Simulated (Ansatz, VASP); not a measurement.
**Re2P3: VASP beside Ansatz**

```xyz
5
Lattice="2.9212 0.0000 0.0000 -1.4606 2.5298 0.0000 0.0000 0.0000 9.6282" Properties=species:S:1:pos:R:3 pbc="T T T"
Re    0.0000    1.6866    7.6908
Re    1.4606    0.8433    1.9374
P     1.4606    0.8433    6.0150
P     0.0000    0.0000    0.0000
P     0.0000    1.6866    3.6132
```

Alike in both runs: task relaxation of cell and atoms; functional PBE; dispersion D3(BJ); k mesh 12 × 12 × 4; occupations gaussian, width 0.1 eV; no spin polarisation.

```csv
,VASP,Ansatz
version,VASP 6.6.1,Ansatz 0.2.0
potentials or method,"VASP PAW PBE potentials, release 64 (Re, P), cutoff 600 eV","scalar-relativistic, plane waves, PAW"
valence electrons in the cell,29,45
```

|  | VASP | Ansatz | Ansatz less VASP |
| --- | --- | --- | --- |
| gap on the k mesh at the Fermi level, each at its own relaxed structure (eV) | none | none | - |
| relaxed volume (Å³/atom) | 14.22 | 14.17 | -0.051 |
| relaxed cell length with the largest relative difference (Å) | 9.517 | 9.462 | -0.0544 |

A gap of «none» marks a metal or a gap that the smearing closes. VASP's potentials hold 29 valence electrons a cell and Ansatz's 45, so a difference there can come from the potentials and not from the codes.

Neither program's run includes spin-orbit coupling.
